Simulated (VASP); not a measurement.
Write the native input for VASP 6.6.1 that does the following.

- Task: single point
- Functional: LDA
- Potentials or basis: VASP PAW LDA potentials, release 64 (Au)
- Cutoff: 520 eV
- k mesh: 11 × 11 × 6
- Occupations: gaussian, width 0.1 eV
- Spin: no spin polarisation
- Dipole correction: no
- Further INCAR settings: ALGO = Normal; EDIFF = 1e-07; NBANDS = 18

The structure of Au lies in POSCAR:

```
Au
1.0
    2.8805363263      0.0000000000      0.0000000000
   -1.4402681631      2.4946139888      0.0000000000
    0.0000000000      0.0000000000      4.8472473353
Au
2
Direct
    0.3333333333      0.6666666667      0.7500000000
    0.6666666667      0.3333333333      0.2500000000
```

These files were run (other wordings do the same):

INCAR

```
  ALGO = Normal
  EDIFF = 1E-7
  ENCUT = 520
  GGA = CA
  ISIF = 2
  ISMEAR = 0
  LASPH = True
  LCHARG = False
  LREAL = False
  LWAVE = False
  NBANDS = 18
  NELM = 80
  PREC = Accurate
  SIGMA = 0.1
```

KPOINTS

```
k-points
0
Gamma
  11 11 6
```

Potentials or basis: VASP PAW LDA potentials, release 64 (Au).

Run with:

```console
$ cat potpaw_LDA.64/Au/POTCAR > POTCAR
$ mpirun -np 1 vasp_std > vasp.out
```

Results of the run:

| Item | Value |
| --- | --- |
| Pressure | -7.6 GPa |
| Band gap on the k mesh | zero (band 11 reaches 12.58 eV, above the bottom of band 12 at 6.30 eV) |

Caveat: spin-orbit coupling is left out, which moves the levels of the heavy elements.

It took 21 s on 1 thread of AMD EPYC 7R13 Processor (Zen 3), with other jobs on the host, peak memory 0.13 GiB.
